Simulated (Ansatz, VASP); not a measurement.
## Two plane-wave programs on CdSe

File INCAR:

```
PREC = Accurate
ENCUT = 500
EDIFF = 1E-6
ISMEAR = 1
SIGMA = 0.014
LREAL = F
LASPH = T
NELM = 120
ALGO = Normal
ISIF = 2
LWAVE = F
LCHARG = F
GGA = PE
NBANDS = 16
GGA_COMPAT = F
```

File KPOINTS:

```
regular mesh
0
Gamma
  4 4 4
```

The input POSCAR:

```
CdSe
1.0
    0.0000000000      2.8739580000      2.8739580000
    2.8739580000      0.0000000000      2.8739580000
    2.8739580000      2.8739580000      0.0000000000
Cd Se
1 1
Direct
    0.0000000000      0.0000000000      0.0000000000
    0.5000000000      0.5000000000      0.5000000000
```

Input for Ansatz:

```yaml
crystal:
  lattice:
    - [0.0, 2.873958, 2.873958]
    - [2.873958, 0.0, 2.873958]
    - [2.873958, 2.873958, 0.0]
  atoms:
    - { symbol: Cd, position: [0.0, 0.0, 0.0] }
    - { symbol: Se, position: [0.5, 0.5, 0.5] }
basis:
  ecutwfc: 420
kpoints:
  mp_grid: { grid: [4, 4, 4] }
hamiltonian:
  xc: pbe
scf:
  occupations: { method: methfessel_paxton, width: 0.014 }
  eigensolver: { mixed_precision: false }
  max_iter: 51
output:
  forces: true
  stress: true
  eigenvalues: false
```

Alike in both runs: task single point; functional PBE; k mesh 4 × 4 × 4; occupations methfessel-paxton of order 1, width 0.014 eV; no spin polarisation.

```csv
,VASP,Ansatz
version,VASP 6.6.1,Ansatz 0.2.0
potentials or method,"VASP PAW PBE potentials, release 64 (Cd, Se), cutoff 500 eV","scalar-relativistic, plane waves, PAW"
valence electrons in the cell,18,36
```

|  | VASP | Ansatz | Ansatz less VASP |
| --- | --- | --- | --- |
| pressure (GPa) | 0.3 | 0.0 | -0.33 |

VASP's potentials hold 18 valence electrons a cell and Ansatz's 36, so a difference there can come from the potentials and not from the codes.

The k mesh is coarse, so the values compare programs but aren't converged.
